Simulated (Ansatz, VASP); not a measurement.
Given: the input of a run of Ansatz 0.2.0 on Ag.

Contents of input:

```
crystal:
  lattice:
    - [-1.655654, 1.655654, 1.655654]
    - [1.655654, -1.655654, 1.655654]
    - [1.655654, 1.655654, -1.655654]
  atoms:
    - { symbol: Ag, position: [0.0, 0.0, 0.0] }
hamiltonian:
  xc: { exchange: pbe, correlation: pbe, exx: { coeff: 0.25, omega: 0.3 } }
  pseudopotentials: { kind: paw }
kpoints:
  mp_grid: { grid: [6, 6, 6] }
scf:
  occupations: { method: fermi_dirac, width: 0.05 }
output:
  forces: true
  stress: true
  eigenvalues: true
relax:
  f_tol: 0.01
  max_steps: 40
  cell: { stress_tol: 0.05 }
```

Translate it to VASP 6.6.1. Potentials there: VASP PAW PBE potentials, release 64 (Ag).

As run (the cutoff follows the program's own potentials):

The input POSCAR:

```
Ag
1.0
   -1.6556540000      1.6556540000      1.6556540000
    1.6556540000     -1.6556540000      1.6556540000
    1.6556540000      1.6556540000     -1.6556540000
Ag
1
Direct
    0.0000000000      0.0000000000      0.0000000000
```

The input INCAR.step1:

```
SYSTEM = Ag
ALGO = Normal
EDIFF = 1E-5
ENCUT = 600
GGA = PE
ISMEAR = -1
LASPH = .TRUE.
LCHARG = .FALSE.
LREAL = .FALSE.
LWAVE = .TRUE.
NBANDS = 12
NELM = 80
PREC = Accurate
SIGMA = 0.05
```

The input INCAR.step2:

```
SYSTEM = Ag
AEXX = 0.25
ALGO = Normal
EDIFF = 1E-7
EDIFFG = -0.01
ENCUT = 600
GGA = PE
HFSCREEN = 0.3
IBRION = 2
ISIF = 3
ISMEAR = -1
ISTART = 1
LASPH = .TRUE.
LCHARG = .FALSE.
LHFCALC = .TRUE.
LREAL = .FALSE.
LWAVE = .FALSE.
NELM = 80
NSW = 60
PREC = Accurate
PRECFOCK = Normal
SIGMA = 0.05
```

KPOINTS

```
k-points
0
G
  6 6 6
  0 0 0
```

Potentials or basis: VASP PAW PBE potentials, release 64 (Ag).

Launch:

```bash
$ cat potpaw_PBE.64/Ag/POTCAR > POTCAR
$ cp INCAR.step1 INCAR
$ mpirun -np 1 vasp_std > vasp.out
$ cp INCAR.step2 INCAR
$ mpirun -np 1 vasp_std > vasp.out
```

Both were run:

|  | VASP | Ansatz | Ansatz less VASP |
| --- | --- | --- | --- |
| gap on the k mesh at the Fermi level, each at its own relaxed structure (eV) | none | none | - |
| relaxed volume (Å³/atom) | 18.04 | 18.03 | -0.011 |
| relaxed cell length with the largest relative difference (Å) | 2.862 | 2.861 | -0.0006 |

VASP's potentials were made for PBE, not for PBE-based screened hybrid. A gap of «none» marks a metal or a gap that the smearing closes. VASP's potentials hold 11 valence electrons a cell and Ansatz's 19, so a difference there can come from the potentials and not from the codes.

The k mesh is coarse, so the values compare programs but aren't converged. Noted on Ansatz's run: the plane-wave basis is chosen anew once the cell has moved, so the energies of steps on either side of that aren't comparable.
